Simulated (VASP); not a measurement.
MnHg: electric field gradients with PBE

MnHg:

```
CELL_PARAMETERS angstrom
3.26593 0.00000 0.00000
0.00000 3.26593 0.00000
0.00000 0.00000 3.29076
ATOMIC_POSITIONS crystal
Mn 0.50000 0.50000 0.50000
Hg 0.00000 0.00000 0.00000
```

```
Program                : VASP 6.6.1
Task                   : electric field gradients
Functional             : PBE
Potentials or basis    : VASP PAW PBE potentials, release 64 (Mn_pv, Hg)
Cutoff                 : 520 eV
k mesh                 : 11 × 11 × 11
Occupations            : fermi-dirac, width 0.05 eV
Spin                   : collinear spin, ferromagnetic start
Starting moments       : [4.0, 0.0] μB
Dipole correction      : no
Further INCAR settings : ALGO = Normal; EDIFF = 1e-08; NBANDS = 24
```

```
Pressure                                              : 4.0 GPa
Net moment                                            : 3.81 μB per cell
Site moments                                          : Mn +3.74; Hg -0.06 μB
Largest electric field gradient by atom               : Mn +0.9; Hg -1.3 V/Å²
Valence electrons inside the program's atomic spheres : Mn 11.44; Hg 10.62
```

Levels at points of the mesh, in eV from the Fermi level:
Spin up:
```csv
k point,band 12,band 13,band 14,band 15,band 16,band 17
"(0.00, 0.00, 0.00)",-1.97,-1.97,-1.97,4.87,5.09,5.09
```
Spin down:
```csv
k point,band 8,band 9,band 10,band 11,band 12,band 13,band 14,band 15
"(0.00, 0.00, 0.00)",-7.16,-7.14,0.27,0.29,1.49,1.49,1.51,5.22
```

Electric field gradients, principal values (V/Å²):
```csv
atom,least,middle,greatest (by size)
1 Mn,-0.475,-0.475,0.950
2 Hg,0.666,0.666,-1.331
```

Run time: 4.3 min on 1 thread of AMD EPYC 7R13, on a shared host, peak memory 0.27 GiB.

Caveat: the cell stands under pressure; without QUAD_EFG the Cq values of the log hold for a quadrupole moment of 1 mb, not for the nuclei; spin-orbit coupling is left out, which moves the levels of the heavy elements.
